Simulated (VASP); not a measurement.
# Ga (I4/mmm) in VASP: notebook, part 2 of 2

VASP 6.6.1.

## (4) Electric field gradients, PBE (18.63 Å³/atom)

This run uses another cell than the first one, of 18.63 Å³/atom.

Input file INCAR:

```
PREC = Accurate
ENCUT = 520
EDIFF = 1E-8
ISMEAR = -1
SIGMA = 0.03
LREAL = False
LASPH = True
NELM = 80
ALGO = Normal
ISIF = 2
LWAVE = False
LCHARG = False
GGA = PE
LEFG = True
NBANDS = 12
```

Input file KPOINTS:

```
Automatic mesh
0
Gamma
  16 16 16
```

Input file POSCAR:

```
Ga
1.0
   -1.4315364027      1.4315364027      2.2727169812
    1.4315364027     -1.4315364027      2.2727169812
    1.4315364027      1.4315364027     -2.2727169812
Ga
1
Direct
    0.0000000000      0.0000000000      0.0000000000
```

Potentials or basis: VASP PAW PBE potentials, release 64 (Ga_d).

Command:

```sh
cat potpaw_PBE.64/Ga_d/POTCAR > POTCAR
mpirun -np 1 vasp_std > vasp.out
```

OUTCAR:

```text
PREC = Accurate
   ENCUT = 520
   EDIFF = 1E-8
   ISMEAR = -1
   LREAL = False
   LASPH = True
   NELM = 80
   ISIF = 2
   GGA = PE

 ion  position               nearest neighbor table
   1  0.000  0.000  0.000-

  LATTYP: Found a body centered tetragonal cell.
 ALAT       =     2.8630728054
 C/A-ratio  =     1.5876068376

  Lattice vectors:

 A1 = (  -1.4315364027,   1.4315364027,   2.2727169812)
 A2 = (   1.4315364027,  -1.4315364027,   2.2727169812)
 A3 = (   1.4315364027,   1.4315364027,  -2.2727169812)

Analysis of symmetry for initial positions (statically):
=====================================================================
 Subroutine PRICEL returns:
 Original cell was already a primitive cell.

 Routine SETGRP: Setting up the symmetry group for a
 body centered tetragonal supercell.

 Subroutine GETGRP returns: Found 16 space group operations
 (whereof 16 operations were pure point group operations)
 out of a pool of 16 trial point group operations.

The static configuration has the point symmetry D_4h.

Analysis of symmetry for dynamics (positions and initial velocities):
=====================================================================
 Subroutine PRICEL returns:
 Original cell was already a primitive cell.

 Routine SETGRP: Setting up the symmetry group for a
 body centered tetragonal supercell.

 Subroutine GETGRP returns: Found 16 space group operations
 (whereof 16 operations were pure point group operations)
 out of a pool of 16 trial point group operations.

The dynamic configuration has the point symmetry D_4h.

 Subroutine INISYM returns: Found 16 space group operations
[... 160 lines left out ...]
     10      21.5916      0.00000
     11      21.7648      0.00000
     12      22.2457      0.00000
[... 331 lines left out ...]
 k-point    24 :      -0.0625    0.0625    0.0000
  band No.  band energies     occupation
      1      -9.3063      2.00000
      2      -9.2127      2.00000
      3      -9.1997      2.00000
      4      -9.1823      2.00000
      5      -9.0700      2.00000
      6      -5.3222      2.00000
      7      16.9853      0.00000
      8      17.2424      0.00000
      9      17.5323      0.00000
     10      20.0042      0.00000
     11      22.8968      0.00000
     12      22.9131      0.00000

 [... further k-points ...]

------------------------ aborting loop because EDIFF is reached ----------------------------------------

  FORCE on cell =-STRESS in cart. coord.  units (eV):
  Direction    XX          YY          ZZ          XY          YZ          ZX
  --------------------------------------------------------------------------------------
  -------------------------------------------------------------------------------------
  Total        0.1279929      0.1279929      0.0599445      0.0000000      0.0000000      0.0000000
  in kB       11.0074357     11.0074357      5.1552513      0.0000000      0.0000000      0.0000000
  external PRESSURE =       9.0567076 kB  Pullay stress =       0.0000000 kB

 VOLUME and BASIS-vectors are now :
 -----------------------------------------------------------------------------
  energy-cutoff  :      520.00
  volume of cell :       18.63
      direct lattice vectors                 reciprocal lattice vectors
    -1.431536403  1.431536403  2.272716981     0.000000000  0.349275086  0.220000996
     1.431536403 -1.431536403  2.272716981     0.349275086  0.000000000  0.220000996
     1.431536403  1.431536403 -2.272716981     0.349275086  0.349275086  0.000000000

 POSITION                                       TOTAL-FORCE (eV/Angst)
 -----------------------------------------------------------------------------------
      0.00000      0.00000      0.00000         0.000000     -0.000000     -0.000000
 -----------------------------------------------------------------------------------
    total drift:                               -0.000000      0.000000      0.000000

  FREE ENERGIE OF THE ION-ELECTRON SYSTEM (eV)
  ---------------------------------------------------
  free  energy   TOTEN  =        -2.8915831965 eV

  energy  without entropy=       -2.8911933164  energy(sigma->0) =       -2.89138826

 Electric field gradients (V/A^2)
---------------------------------------------------------------------
 ion       V_xx      V_yy      V_zz      V_xy      V_xz      V_yz
---------------------------------------------------------------------
   1      -9.541    -9.541    19.082    -0.003    -0.001    -0.001
---------------------------------------------------------------------

 Electric field gradients after diagonalization (V/A^2)
 (convention: |V_zz| > |V_xx| > |V_yy|)
----------------------------------------------------------------------
 ion       V_xx      V_yy      V_zz     asymmetry (V_yy - V_xx)/ V_zz
----------------------------------------------------------------------
   1      -9.544    -9.538    19.082       0.000
----------------------------------------------------------------------

           NMR quadrupolar parameters

 Cq : quadrupolar parameter    Cq=e*Q*V_zz/h
 eta: asymmetry parameters     (V_yy - V_xx)/ V_zz
 Q  : nuclear electric quadrupole moment in mb (millibarn)
----------------------------------------------------------------------
 ion       Cq(MHz)       eta       Q (mb)
----------------------------------------------------------------------
   1       0.046       0.000       1.000
----------------------------------------------------------------------
```

stdout:

```text
POSCAR found type information on POSCAR Ga
 POSCAR found :  1 types and       1 ions
 scaLAPACK will be used
 LDA part: xc-table for (Slater+PW92), standard interpolation
 POSCAR, INCAR and KPOINTS ok, starting setup
 FFT: planning ... GRIDC
 FFT: planning ... GRID_SOFT
 FFT: planning ... GRID
 WAVECAR not read
 entering main loop
ion   1
```

Wall time 61 s (1 thread of Intel Xeon Platinum 8488C (Sapphire Rapids), shared host); peak memory 0.19 GiB.

What came out:

| Quantity | Value |
| --- | --- |
| Free energy | -2.8916 eV |
| Pressure | 0.9 GPa |
| Band gap on the k mesh | zero (an odd number of electrons rules out a gap without spin polarisation) |
| Largest electric field gradient by atom | Ga +19.1 V/Å² |

Stress tensor (GPa, compression positive):
```
1.10 0.00 0.00
0.00 1.10 0.00
0.00 0.00 0.52
```

Electric field gradients, principal values (V/Å²):
| atom | least | middle | greatest (by size) |
| --- | --- | --- | --- |
| 1 Ga | -9.538 | -9.544 | 19.082 |

Caveat: without QUAD_EFG the Cq values of the log hold for a quadrupole moment of 1 mb, not for the nuclei.
